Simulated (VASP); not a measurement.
Here is a VASP 6.6.1 calculation.

Contents of INCAR:

```
SYSTEM = MgH2
PREC = Accurate
ENCUT = 520
EDIFF = 1E-6
ISMEAR = 0
SIGMA = 0.05
LREAL = .False.
LASPH = .True.
NELM = 80
ALGO = Normal
ISIF = 2
LWAVE = .False.
LCHARG = .True.
GGA = PE
LELF = .True.
LVHAR = .True.
NBANDS = 9
```

The input KPOINTS:

```
Automatic mesh
0
Gamma
  10 10 10
  0 0 0
```

Contents of POSCAR:

```
MgH2
1.0
    0.0000000000      2.3810671667      2.3810671667
    2.3810671667      0.0000000000      2.3810671667
    2.3810671667      2.3810671667      0.0000000000
Mg H
1 2
Direct
    0.0000000000      0.0000000000      0.0000000000
    0.2500000000      0.2500000000      0.2500000000
    0.7500000000      0.7500000000      0.7500000000
```

Potentials or basis: VASP PAW PBE potentials, release 64 (Mg, H).

Command:

```sh
$ cat potpaw_PBE.64/Mg/POTCAR potpaw_PBE.64/H/POTCAR > POTCAR
$ mpirun -np 1 vasp_std > vasp.out
```

Problem. Predict the band gap on the k mesh.

Solution. Zero (band 2 reaches 3.88 eV, above the bottom of band 3 at 2.60 eV).

Problem. Predict the pressure.

Solution. -0.5 GPa.
